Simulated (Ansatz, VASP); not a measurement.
One calculation of AlN, two programs

```
CELL_PARAMETERS angstrom
3.22133 0.00000 0.00000
-1.61066 2.78975 0.00000
0.00000 0.00000 4.07278
ATOMIC_POSITIONS crystal
Al 0.33333 0.66667 0.75000
Al 0.66667 0.33333 0.25000
N 0.33333 0.66667 0.25000
N 0.66667 0.33333 0.75000
```

Alike in both runs: task single point; functional r2SCAN; k mesh 12 × 12 × 6; no spin polarisation.

```csv
,VASP,Ansatz
version,VASP 6.6.1,Ansatz 0.2.0
potentials or method,"VASP PAW PBE potentials, release 64 (Al, N), cutoff 520 eV","plane waves, PAW"
occupations,"gaussian, width 0.01 eV",fixed
valence electrons in the cell,16,16
```

```tsv
	VASP	Ansatz	Ansatz less VASP
pressure (GPa)	14.7	15.3	+0.54
traceless stress, the component that is largest in VASP (GPa)	-3.21	-2.91	+0.300
```

VASP's potentials were made for PBE, not for r2SCAN. Ansatz's warnings: stress scf threshold loose.
